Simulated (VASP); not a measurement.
Write the native input for VASP 6.6.1 that does the following.

| Item | Value |
| --- | --- |
| Task | relaxation of cell and atoms |
| Functional | PBE |
| Dispersion | D3(BJ) |
| Potentials or basis | VASP PAW PBE potentials, release 64 (Fe, S) |
| Cutoff | 600 eV |
| k mesh | 6 × 4 × 8 |
| Occupations | gaussian, width 0.02 eV |
| Spin | no spin polarisation |
| Dipole correction | no |
| Further INCAR settings | ALGO = Normal; EDIFF = 1e-07; IBRION = 2; EDIFFG = -0.02; NSW = 90; ISIF = 3 |

The structure of FeS2 lies in POSCAR:

```
FeS2
1.0
    4.4400000000      0.0000000000      0.0000000000
    0.0000000000      5.3900000000      0.0000000000
    0.0000000000      0.0000000000      3.3700000000
Fe S
2 4
Direct
    0.0000000000      0.0000000000      0.0000000000
    0.5000000000      0.5000000000      0.5000000000
    0.2030000000      0.3750000000      0.0000000000
    0.2970000000      0.8750000000      0.5000000000
    0.7970000000      0.6250000000      0.0000000000
    0.7030000000      0.1250000000      0.5000000000
```

The input as run:

INCAR

```
ALGO = Normal
EDIFF = 1E-7
EDIFFG = -0.02
ENCUT = 600
GGA = PE
GGA_COMPAT = F
IBRION = 2
ISIF = 3
ISMEAR = 0
IVDW = 12
LASPH = T
LCHARG = F
LREAL = F
LWAVE = F
NELM = 120
NELMIN = 4
NSW = 90
PREC = Accurate
SIGMA = 0.02
```

KPOINTS

```
k-points
0
Gamma
  6 4 8
```

Potentials or basis: VASP PAW PBE potentials, release 64 (Fe, S).

Run with:

```sh
$ cat potpaw_PBE.64/Fe/POTCAR potpaw_PBE.64/S/POTCAR > POTCAR
$ mpirun -np 1 vasp_std > vasp.out
```

It gave:

* Relaxed volume: 13.15 Å³/atom
* Relaxed cell: a = 4.388 Å, b = 5.359 Å, c = 3.356 Å, α = 90.00°, β = 90.00°, γ = 90.00°
* Space group after relaxing (to 0.1 Å): Pnnm (No. 58)
* Energy gained by relaxing: 3.7 meV/atom
* Ionic steps: 6
* Pressure after relaxing: 0.0 GPa
* Largest force after relaxing: 0.006 eV/Å
* Band gap on the k mesh: 0.96 eV (least direct gap 1.29 eV)
* Dispersion energy per atom: -0.412 eV

Run time: 9.1 min on 1 thread of AMD EPYC 7R13 Processor (Zen 3) (shared host), peak memory 0.28 GiB.
